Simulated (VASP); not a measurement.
Wanted: the native input for a VASP 6.6.1 run.

- Task: single point
- Functional: PBE
- Potentials or basis: VASP PAW PBE potentials, release 64 (Nd_3, Ag, O), 4f in core
- Cutoff: 600 eV
- k mesh: 12 × 12 × 10
- Occupations: gaussian, width 0.1 eV
- Spin: collinear spin
- Starting moments: [0.0, 0.15, 0.6, 0.6, 0.6, 0.0] μB
- Dipole correction: no
- Mended: yes
- Further INCAR settings: ALGO = Normal; EDIFF = 1e-06; NBANDS = 36

The structure of NdAgO4 lies in POSCAR:

```
NdAgO4
1.0
    4.6241511821      0.0000000000      0.0000000000
   -2.3120755911      4.0046323947      0.0000000000
    0.0000000000      0.0000000000      4.2689783263
Nd Ag O
1 1 4
Direct
    0.6666666667      0.3333333333      0.5000000000
    0.0000000000      0.0000000000      0.0000000000
    0.5010366046      0.4989633954      0.0000000000
    0.5010366046      0.0020732093      0.0000000000
    0.9979267907      0.4989633954      0.0000000000
    0.0000000000      0.0000000000      0.5000000000
```

The cell was built from a structure type or drawn by symmetry, and may not be a known phase.

One way to write it, as run:

INCAR

```
SYSTEM = NdAgO4
PREC = Accurate ; ENCUT = 600
EDIFF = 1E-6 ; ISMEAR = 0
SIGMA = 0.1 ; LREAL = .False.
LASPH = .True. ; NELM = 200
ALGO = Normal ; ISIF = 2
LWAVE = .False. ; LCHARG = .True.
ISPIN = 2 ; MAGMOM = 0 0.15 0.6 0.6 0.6 0
LORBIT = 11 ; LMAXMIX = 6
GGA = PE ; LVHAR = .True.
NBANDS = 36 ; GGA_COMPAT = .False.
KPAR = 4
```

KPOINTS

```
Automatic mesh
0
Gamma
  12 12 10
  0 0 0
```

Potentials or basis: VASP PAW PBE potentials, release 64 (Nd_3, Ag, O), 4f in core.

Launch:

```bash
$ cat potpaw_PBE.64/Nd_3/POTCAR potpaw_PBE.64/Ag/POTCAR potpaw_PBE.64/O/POTCAR > POTCAR
$ mpirun -np 4 vasp_std > vasp.out
```

Results of the run:

```yaml
Pressure: -0.7 GPa
Largest_force: 0.011 eV/Å
Band_gap_on_the_k_mesh: zero (filled and empty bands overlap)
Net_moment: 0.00 μB per cell
Valence_electrons_inside_the_program's_atomic_spheres: Nd 8.61; Ag 9.71; O 4.81, 4.93 (each value once)
```

Caveat: the magnetic or orbital state may not be the lowest; spin-orbit coupling is left out, which moves the levels of the heavy elements; the 4f electrons are frozen in the core, so they carry no moment and show no levels.

Run time: 5.5 min on 4 MPI ranks on Intel(R) Xeon(R) Platinum 8375C CPU @ 2.90GHz (Ice Lake), with other jobs on the host, peak memory 0.71 GiB a rank.
